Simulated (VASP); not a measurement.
Crystal: ZnS.

```xyz
12
Lattice="-3.8462 0.0000 0.0000 -1.9231 -3.3309 0.0000 -3.3654 -1.9430 18.8986" Properties=species:S:1:pos:R:3 pbc="T T T"
Zn   -1.4821   -0.8557   14.5642
Zn   -3.4052   -1.9660    5.1149
Zn   -3.4052   -1.9660   11.4163
Zn   -5.3283   -3.0763    1.9670
Zn   -3.4052   -1.9660   17.7174
Zn   -5.3283   -3.0763    8.2681
S    -3.4052   -1.9660    7.4771
S    -7.2514   -4.1866   16.9264
S    -1.4821   -0.8557    1.1808
S    -5.3283   -3.0763   10.6301
S    -3.4052   -1.9660   13.7740
S    -5.3283   -3.0763    4.3247
```

This cell differs from its parent crystal: the part above a cut slid along it.

Base run:

```yaml
Program: VASP 6.6.1
Functional: PBE
Potentials_or_basis: VASP PAW PBE potentials, release 64 (Zn, S)
Cutoff: 520 eV
k_mesh: 8 × 8 × 2
Occupations: gaussian, width 0.05 eV
Spin: no spin polarisation
```

Its results: band gap on the k mesh 1.54 eV; pressure -0.3 GPa; largest force 0.592 eV/Å.

Problem. The run is repeated on the same cell with these changes: further incar settings from ALGO = Normal; EDIFF = 1e-07; NBANDS = 66 to ALGO = Normal; EDIFF = 1e-06; NBANDS = 66; dispersion from none to D3(BJ). What comes out?

Solution. Band gap on the k mesh 1.54 eV; pressure -2.9 GPa; largest force 0.586 eV/Å.

Caveats: three body term missing (at least some runs).

A k mesh can miss the band edges.
